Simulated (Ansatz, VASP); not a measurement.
## LiPb2 in VASP and in Ansatz

```
CELL_PARAMETERS angstrom
3.40772 0.00000 0.00000
-1.70386 2.95117 0.00000
0.00000 0.00000 8.85674
ATOMIC_POSITIONS crystal
Li 0.00000 0.00000 0.00000
Pb 0.00000 0.00000 0.31845
Pb 0.00000 0.00000 0.68155
```

Alike in both runs: task relaxation of cell and atoms; functional PBE; k mesh 18 × 18 × 6; occupations gaussian, width 0.1 eV; no spin polarisation.

|  | VASP | Ansatz |
| --- | --- | --- |
| version | VASP 6.6.1 | Ansatz 0.2.0 |
| potentials or method | VASP PAW PBE potentials, release 64 (Li_sv, Pb_d), cutoff 600 eV | scalar-relativistic, plane waves, PAW |
| valence electrons in the cell | 31 | 31 |

```tsv
	VASP	Ansatz	Ansatz less VASP
gap on the k mesh at the Fermi level, each at its own relaxed structure (eV)	none	none	-
relaxed volume (Å³/atom)	30.13	30.16	+0.026
relaxed cell length with the largest relative difference (Å)	3.426	3.427	+0.0011
```

A gap of «none» marks a metal or a gap that the smearing closes.

Spin-orbit coupling is off throughout. Noted on VASP's run: the cutoff is short for stress, so the pressure is rough.
